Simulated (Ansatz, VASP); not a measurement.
## Two plane-wave programs on CoO

```
Co O
1.0
     3.17618    0.00000    0.00000
    -1.58809    2.75066    0.00000
     0.00000    0.00000    5.19362
Co O
2 2
Direct
  0.33333 0.66667 0.50336
  0.00000 0.00000 0.00347
  0.33333 0.66667 0.87156
  0.00000 0.00000 0.37161
```

Alike in both runs: task single point; functional LDA; k mesh 10 × 10 × 5; occupations fermi-dirac, width 0.05 eV; collinear spin.

```csv
,VASP,Ansatz
version,VASP 6.6.1,Ansatz 0.2.0
potentials or method,"VASP PAW LDA potentials, release 64 (Co, O)",Ansatz PAW
plane-wave cutoff (eV),520,420
valence electrons in the cell,30,46
```

VASP gave:

* gap on the k mesh at the Fermi level (eV): none
* pressure (GPa): -14.9
* traceless stress, the component that is largest in VASP (GPa): 3.32
* rms of the force components (eV/Å): 0.140
* net moment per atom (μB): 1.25
* size of the moment on the site where the two differ most (μB): 2.16

Problem. Which values does Ansatz return?

Solution. gap on the k mesh at the Fermi level (eV): none; pressure (GPa): -16.1; traceless stress, the component that is largest in VASP (GPa): 2.07; rms of the force components (eV/Å): 0.017; net moment per atom (μB): 0.00; size of the moment on the site where the two differ most (μB): 1.93.

The net moments are unlike, so the other rows may belong to different states. LDA's correlation is that of Perdew and Zunger in VASP and of Perdew and Wang (1992) in Ansatz. Site moments also hang on the region over which each program counts them. Atom by atom the forces differ by 0.157 eV/Å (rms over components). A gap of «none» marks a metal or a gap that the smearing closes. VASP's potentials hold 30 valence electrons a cell and Ansatz's 46, so a difference there can come from the potentials and not from the codes.
